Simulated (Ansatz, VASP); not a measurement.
Two plane-wave programs on Cs

```xyz
2
Lattice="5.4258 0.1154 0.0000 -2.6129 4.5257 0.0000 0.0000 0.0000 9.4693" Properties=species:S:1:pos:R:3 pbc="T T T"
Cs   -0.0188    3.0063    2.3673
Cs    2.8317    1.6349    7.1020
```

Alike in both runs: task single point; functional PBEsol; k mesh 8 × 8 × 4; occupations gaussian, width 0.1 eV; no spin polarisation.

|  | VASP | Ansatz |
| --- | --- | --- |
| version | VASP 6.6.1 | Ansatz 0.2.0 |
| potentials or method | VASP PAW PBE potentials, release 64 (Cs_sv), cutoff 520 eV | scalar-relativistic, plane waves, PAW |
| valence electrons in the cell | 18 | 18 |

```csv
,VASP,Ansatz,Ansatz less VASP
gap on the k mesh at the Fermi level (eV),none,none,-
pressure (GPa),-0.1,-0.1,+0.01
"traceless stress, the component that is largest in VASP (GPa)",-0.14,-0.14,0.000
```

VASP's potentials were made for PBE, not for PBEsol. A gap of «none» marks a metal or a gap that the smearing closes. The functional is the same, so the differences come from potentials, cutoffs and numerics. Ansatz's warnings: structure snapped to symmetry.

Neither program's run includes spin-orbit coupling.
